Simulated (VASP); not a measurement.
# HfC (Fm-3m) in VASP: settings compared

The runs below take HfC through single point, relaxation of cell and atoms, with BLYP, PBE, revPBE+D3(BJ), BLYP+D3(BJ).

Program: VASP 6.6.1. These are calculated values, not measurements. Logs are shortened: lines on timing, memory, paths and dates and some standing lists are left out, and cuts for length are marked.

### Step 1. The cell of the first run

Symmetry: Fm-3m, No. 225, cubic system. The conventional cell has a = 4.650 Å, b = 4.650 Å, c = 4.650 Å, α = 90.00°, β = 90.00°, γ = 90.00°. Within 3.1 Å of Hf (site symmetry m-3m) lie 6 C at 2.33 Å. Within 3.1 Å of C (site symmetry m-3m) lie 6 Hf at 2.33 Å.

### Step 2. Single point, BLYP

Input file INCAR:

```
SYSTEM = HfC
PREC     = Accurate       ! precision mode
ENCUT    = 520            ! plane-wave cutoff, eV
EDIFF    = 1E-6           ! SCF threshold, eV
ISMEAR   = -1             ! smearing method
SIGMA    = 0.05           ! smearing width, eV
LREAL    = .FALSE.        ! projectors in reciprocal space
LASPH    = .TRUE.         ! aspherical terms in the spheres
NELM     = 60             ! most SCF steps
ALGO     = Normal         ! electronic algorithm
ISIF     = 2              ! what is computed and relaxed
LWAVE    = .FALSE.        ! write WAVECAR
LCHARG   = .FALSE.        ! write CHGCAR
GGA      = B5             ! functional
ALDAX    = 1.0          
AGGAX    = 1.0          
AGGAC    = 1.0          
ALDAC    = 0.0          
NBANDS   = 14             ! bands
```

Input file KPOINTS:

```
regular mesh
0
G
  10 10 10
  0 0 0
```

Input file POSCAR:

```
HfC
1.0
    0.0000000000      2.3250000000      2.3250000000
    2.3250000000      0.0000000000      2.3250000000
    2.3250000000      2.3250000000      0.0000000000
Hf C
1 1
Direct
    0.5000000000      0.5000000000      0.5000000000
    0.0000000000      0.0000000000      0.0000000000
```

Potentials or basis: VASP PAW PBE potentials, release 64 (Hf_pv, C).

On the command line:

```bash
cat potpaw_PBE.64/Hf_pv/POTCAR potpaw_PBE.64/C/POTCAR > POTCAR
mpirun -np 1 vasp_std > vasp.out
```

OUTCAR:

```text
SYSTEM = HfC
   PREC = Accurate
   ENCUT = 520
   EDIFF = 1E-6
   ISMEAR = -1
   LREAL = .FALSE.
   LASPH = .TRUE.
   NELM = 60
   ISIF = 2
   GGA = B5

 ion  position               nearest neighbor table
   1  0.500  0.500  0.500-   2 2.33   2 2.33   2 2.33   2 2.33   2 2.33   2 2.33
   2  0.000  0.000  0.000-   1 2.33   1 2.33   1 2.33   1 2.33   1 2.33   1 2.33

  LATTYP: Found a face centered cubic cell.
 ALAT       =     4.6500000000

  Lattice vectors:

 A1 = (   0.0000000000,   2.3250000000,   2.3250000000)
 A2 = (   2.3250000000,   0.0000000000,   2.3250000000)
 A3 = (   2.3250000000,   2.3250000000,   0.0000000000)

Analysis of symmetry for initial positions (statically):
=====================================================================
 Subroutine PRICEL returns:
 Original cell was already a primitive cell.

 Routine SETGRP: Setting up the symmetry group for a
 face centered cubic supercell.

 Subroutine GETGRP returns: Found 48 space group operations
 (whereof 48 operations were pure point group operations)
 out of a pool of 48 trial point group operations.

The static configuration has the point symmetry O_h .

Analysis of symmetry for dynamics (positions and initial velocities):
=====================================================================
 Subroutine PRICEL returns:
 Original cell was already a primitive cell.

 Routine SETGRP: Setting up the symmetry group for a
 face centered cubic supercell.

 Subroutine GETGRP returns: Found 48 space group operations
 (whereof 48 operations were pure point group operations)
 out of a pool of 48 trial point group operations.

The dynamic configuration has the point symmetry O_h .

 Subroutine INISYM returns: Found 48 space group operations
 (whereof 48 operations are pure point group operations),
 and found     1 'primitive' translations

----------------------------------------------------------------------------------------

                                     Primitive cell

  volume of cell :      25.1362

  direct lattice vectors                    reciprocal lattice vectors
     0.000000000  2.325000000  2.325000000    -0.215053763  0.215053763  0.215053763
     2.325000000  0.000000000  2.325000000     0.215053763 -0.215053763  0.215053763
     2.325000000  2.325000000  0.000000000     0.215053763  0.215053763 -0.215053763

  length of vectors
     3.288046533  3.288046533  3.288046533     0.372484045  0.372484045  0.372484045

  position of ions in fractional coordinates (direct lattice)
     0.500000000  0.500000000  0.500000000
     0.000000000  0.000000000  0.000000000

  ion indices of the primitive-cell ions
   primitive index   ion index
                 1           1
                 2           2

----------------------------------------------------------------------------------------

 KPOINTS: regular mesh

Automatic generation of k-mesh.
 Grid dimensions read from file:
 generate k-points for:   10   10   10

 Generating k-lattice:

  Cartesian coordinates                     Fractional coordinates (reciprocal lattice)
    -0.021505376  0.021505376  0.021505376     0.100000000  0.000000000  0.000000000
     0.021505376 -0.021505376  0.021505376     0.000000000  0.100000000  0.000000000
     0.021505376  0.021505376 -0.021505376     0.000000000  0.000000000  0.100000000

  Length of vectors
     0.037248404  0.037248404  0.037248404

  Shift w.r.t. Gamma in fractional coordinates (k-lattice)
     0.000000000  0.000000000  0.000000000

 Subroutine IBZKPT returns following result:
 ===========================================

 Found     47 irreducible k-points:

 Following reciprocal coordinates:
            Coordinates               Weight
  0.000000  0.000000  0.000000      1.000000
  0.100000  0.000000  0.000000      8.000000
  0.200000  0.000000  0.000000      8.000000
  0.300000  0.000000  0.000000      8.000000
  0.400000  0.000000  0.000000      8.000000
  0.500000  0.000000  0.000000      4.000000
[... 16 lines left out ...]
  0.300000  0.300000  0.000000      6.000000
  0.400000  0.300000  0.000000     24.000000
 [... further k-points ...]
   k-points           NKPTS =     47   k-points in BZ     NKDIM =     47   number of bands    NBANDS=     14
   number of dos      NEDOS =    301   number of ions     NIONS =      2
   total plane-waves  NPLWV =  13824
   dimension x,y,z NGX =    24 NGY =   24 NGZ =   24
   dimension x,y,z NGXF=    48 NGYF=   48 NGZF=   48
   ions per type =               1   1
   NGX,Y,Z   is equivalent  to a cutoff of  12.13, 12.13, 12.13 a.u.
   NGXF,Y,Z  is equivalent  to a cutoff of  24.27, 24.27, 24.27 a.u.
 SYSTEM =  HfC
   PREC   = accura    normal or accurate (medium, high low for compatibility)
   ISTART =      0    job   : 0-new  1-cont  2-samecut
   ICHARG =      2    charge: 1-file 2-atom 10-const
   ISPIN  =      1    spin polarized calculation?
   LNONCOLLINEAR =      F non collinear calculations
   LSORBIT =      F    spin-orbit coupling
   LASPH  =      T    aspherical Exc in radial PAW
   ENCUT  =  520.0 eV  38.22 Ry    6.18 a.u.   6.11  6.11  6.11*2*pi/ulx,y,z
   NELM   =     60;   NELMIN=  2; NELMDL= -5     # of ELM steps
   EDIFF  = 0.1E-05   stopping-criterion for ELM
   LREAL  =      F    real-space projection
   EDIFFG = 0.1E-04   stopping-criterion for IOM
   NSW    =      0    number of steps for IOM
   IBRION =     -1    ionic relax: 0-MD 1-quasi-New 2-CG
   NFREE  =      0    steps in history (QN), initial steepest desc. (CG)
   ISIF   =      2    stress and relaxation
   ISYM   =      2    0-nonsym 1-usesym 2-fastsym
   POTIM  = 0.5000    time-step for ionic-motion
   TEBEG  =    0.0;   TEEND  =   0.0 temperature during run
   PSTRESS=    0.0 pullay stress
   NELECT =      14.0000    total number of electrons
   NUPDOWN=      -1.0000    fix difference up-down
   EMIN   =  10.00;   EMAX   =-10.00  energy-range for DOS
   EFERMI =   0.00;   METHOD = LEGACY
   ISMEAR =    -1;   SIGMA  =   0.05  broadening in eV -4-tet -1-fermi 0-gaus
   EFERMI_NEDOS =   21; number of points for ismear=-14 and -15
   IALGO  =     38    algorithm
   IMIX   =      4    mixing-type and parameters
     AMIX     =   0.40;   BMIX     =  1.00
     AMIX_MAG =   1.60;   BMIX_MAG =  1.00
  volume/ion in A,a.u.               =      12.57        84.81
  Fermi-wavevector in a.u.,A,eV,Ry     =   1.346949  2.545365 24.684672  1.814272
  Thomas-Fermi vector in A             =   2.474740
   LORBIT       =      0    0 simple, 1 ext, 2 COOP (PROOUT), +10 PAW based schemes
   GGA     = B5    functional components
   LHFCALC =     F    Hartree Fock is set to
   AEXX    =    0.0000 exact exchange contribution
   IVDW    =     0    specifies the selected vdW correction
   LEPSILON=     F    determine dielectric tensor
   LRPA    =     F    only Hartree local field effects (RPA)
 non-spin polarized calculation
  energy-cutoff  :      520.00
  volume of cell :       25.14
 maximum number of plane-waves:       700
   NGX = 13   NGY = 13   NGZ = 13

 number of electron      14.0000000 magnetization

 Free energy of the ion-electron system (eV)
  ---------------------------------------------------
  ext. energy  EPLUGINS =         0.00000000
  ---------------------------------------------------
  free energy    TOTEN  =       -19.12068680 eV

  energy without entropy =      -19.11810391  energy(sigma->0) =      -19.11939536

 E-fermi :   6.4970     XC(G=0): -11.6112

 val. band max:        6.4497236593   @ k =   0.1000   0.0000   0.0000
 cond. band min:       6.5031157258   @ k =   0.2000   0.2000   0.0000
 fundamental gap:      0.0533920665
 Fermi energy:         6.4970062308

 k-point     1 :       0.0000    0.0000    0.0000
  band No.  band energies     occupation
      1     -23.1256      2.00000
      2     -23.1256      2.00000
      3     -23.1256      2.00000
      4      -5.7177      2.00000
      5       7.4287      0.00000
      6       7.4287      0.00000
      7       7.4287      0.00000
      8       7.8393      0.00000
      9       7.8393      0.00000
     10       7.8393      0.00000
     11       9.7891      0.00000
     12       9.7891      0.00000
     13      13.4899      0.00000
     14      17.9779      0.00000

 k-point     2 :       0.1000    0.0000    0.0000
  band No.  band energies     occupation
      1     -23.1938      2.00000
      2     -23.1322      2.00000
      3     -23.1322      2.00000
      4      -5.4712      2.00000
      5       6.1034      1.99924
      6       6.4497      1.44049
      7       6.4497      1.44048
      8       8.2351      0.00000
      9       8.2351      0.00000
     10       8.6074      0.00000
     11      10.8835      0.00000
     12      10.8835      0.00000
     13      14.0181      0.00000
     14      18.6411      0.00000

 k-point     3 :       0.2000    0.0000    0.0000
  band No.  band energies     occupation
      1     -23.3678      2.00000
      2     -23.1493      2.00000
      3     -23.1493      2.00000
      4      -4.7819      2.00000
      5       4.3618      2.00000
      6       5.2161      2.00000
      7       5.2161      2.00000
      8       8.9624      0.00000
      9       8.9624      0.00000
     10       9.1866      0.00000
     11      12.8556      0.00000
     12      12.8556      0.00000
     13      15.1393      0.00000
     14      19.4287      0.00000

 k-point     4 :       0.3000    0.0000    0.0000
  band No.  band energies     occupation
      1     -23.5745      2.00000
      2     -23.1703      2.00000
      3     -23.1703      2.00000
      4      -3.7843      2.00000
      5       2.6710      2.00000
      6       4.2583      2.00000
      7       4.2583      2.00000
      8       9.8974      0.00000
      9      10.0107      0.00000
     10      10.0107      0.00000
     11      14.9415      0.00000
     12      14.9415      0.00000
     13      15.7806      0.00000
     14      19.4080      0.00000

 k-point     5 :       0.4000    0.0000    0.0000
  band No.  band energies     occupation
      1     -23.7358      2.00000
      2     -23.1872      2.00000
      3     -23.1872      2.00000
      4      -2.6909      2.00000
      5       1.2166      2.00000
      6       3.6649      2.00000
      7       3.6649      2.00000
      8      11.0137      0.00000
      9      11.1094      0.00000
     10      11.1094      0.00000
     11      14.7658      0.00000
[... 276 lines left out ...]
 k-point    22 :      -0.2000    0.2000    0.0000
  band No.  band energies     occupation
      1     -23.5372      2.00000
      2     -23.3020      2.00000
      3     -23.1632      2.00000
      4      -3.6152      2.00000
      5       2.5171      2.00000
      6       4.0393      2.00000
      7       4.4651      2.00000
      8       9.3696      0.00000
      9      10.4688      0.00000
     10      11.5067      0.00000
     11      12.3678      0.00000
     12      16.2836      0.00000
     13      16.5886      0.00000
     14      19.4084      0.00000

 k-point    23 :       0.3000    0.3000    0.0000
  band No.  band energies     occupation
      1     -23.5283      2.00000
      2     -23.2769      2.00000
      3     -23.2769      2.00000
      4      -3.9609      2.00000
      5       2.7463      2.00000
      6       5.6175      2.00000
      7       6.0675      1.99963
      8       6.0676      1.99963
      9      10.9165      0.00000
     10      12.3262      0.00000
     11      12.3262      0.00000
     12      13.8937      0.00000
     13      18.7158      0.00000
     14      19.4210      0.00000

 k-point    24 :       0.4000    0.3000    0.0000
  band No.  band energies     occupation
      1     -23.6115      2.00000
      2     -23.3216      2.00000
      3     -23.3012      2.00000
      4      -3.7174      2.00000
      5       2.8587      2.00000
      6       4.7529      2.00000
      7       5.7587      2.00000
      8       6.7054      0.03050
      9      11.7187      0.00000
     10      12.6879      0.00000
     11      12.8176      0.00000
     12      14.7791      0.00000
     13      18.0107      0.00000
     14      19.2683      0.00000

 [... further k-points ...]
[... 5 lines left out ...]
  --------------------------------------------------------------------------------------
  -------------------------------------------------------------------------------------
  Total        1.1995410      1.1995410      1.1995410     -0.0000000      0.0000000     -0.0000000
  in kB       76.4586810     76.4586810     76.4586810     -0.0000000      0.0000000     -0.0000000
  external PRESSURE =      76.4586810 kB  Pullay stress =       0.0000000 kB

 VOLUME and BASIS-vectors are now :
 -----------------------------------------------------------------------------
  energy-cutoff  :      520.00
  volume of cell :       25.14
      direct lattice vectors                 reciprocal lattice vectors
     0.000000000  2.325000000  2.325000000    -0.215053763  0.215053763  0.215053763
     2.325000000  0.000000000  2.325000000     0.215053763 -0.215053763  0.215053763
     2.325000000  2.325000000  0.000000000     0.215053763  0.215053763 -0.215053763

 POSITION                                       TOTAL-FORCE (eV/Angst)
 -----------------------------------------------------------------------------------
      2.32500      2.32500      2.32500         0.000000     -0.000000      0.000000
      0.00000      0.00000      0.00000        -0.000000      0.000000     -0.000000
 -----------------------------------------------------------------------------------
    total drift:                                0.000000     -0.000000      0.000000

  FREE ENERGIE OF THE ION-ELECTRON SYSTEM (eV)
  ---------------------------------------------------
  free  energy   TOTEN  =       -19.1206868048 eV

  energy  without entropy=      -19.1181039068  energy(sigma->0) =      -19.11939536
```

Wall time 29 s (1 thread of Intel Xeon 8259CL, shared host); peak memory 0.15 GiB.

What came out:

| Item | Value |
| --- | --- |
| Free energy | -19.1207 eV |
| Pressure | 7.6 GPa |
| Band gap on the k mesh | zero (bands 7 and 8 overlap by 1.36 eV) |

Caveat: the cell stands under pressure; the PAW data sets were made with another functional, which shifts forces and pressure a little; spin-orbit coupling is left out, which moves the levels of the heavy elements.

(Continued in part 2 of 3.)
